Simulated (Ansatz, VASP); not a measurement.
## Sb2Pt in VASP and in Ansatz

```xyz
12
Lattice="6.4410 0.0000 0.0000 0.0000 6.4410 0.0000 0.0000 0.0000 6.4410" Properties=species:S:1:pos:R:3 pbc="T T T"
Sb    2.4476    2.4476    2.4476
Sb    0.7729    3.9934    5.6681
Sb    5.6681    0.7729    3.9934
Sb    3.9934    5.6681    0.7729
Sb    3.9934    3.9934    3.9934
Sb    5.6681    2.4476    0.7729
Sb    0.7729    5.6681    2.4476
Sb    2.4476    0.7729    5.6681
Pt    0.0000    0.0000    0.0000
Pt    3.2205    0.0000    3.2205
Pt    3.2205    3.2205    0.0000
Pt    0.0000    3.2205    3.2205
```

Alike in both runs: task electric field gradients; functional PBE; k mesh 5 × 5 × 5; occupations fermi-dirac, width 0.05 eV; no spin polarisation.

```csv
,VASP,Ansatz
version,VASP 6.6.1,Ansatz 0.2.0
potentials or method,"VASP PAW PBE potentials, release 64 (Sb, Pt)","plane-wave PAW, scalar-relativistic"
plane-wave cutoff (eV),520,420
valence electrons in the cell,80,192
```

|  | VASP | Ansatz | Ansatz less VASP |
| --- | --- | --- | --- |
| pressure (GPa) | 6.5 | 6.8 | +0.30 |
| rms of the force components (eV/Å) | 0.570 | 0.542 | -0.0276 |
| size of Vzz on the site where it differs most (V/Å²) | 22.8 | 67.8 | +45.01 |

Atom by atom the forces differ by 0.028 eV/Å (rms over components). One of these differences is far larger than is usual between the two programs; its cause wasn't traced. VASP's potentials hold 80 valence electrons a cell and Ansatz's 192, so a difference there can come from the potentials and not from the codes.

Neither program's run includes spin-orbit coupling.
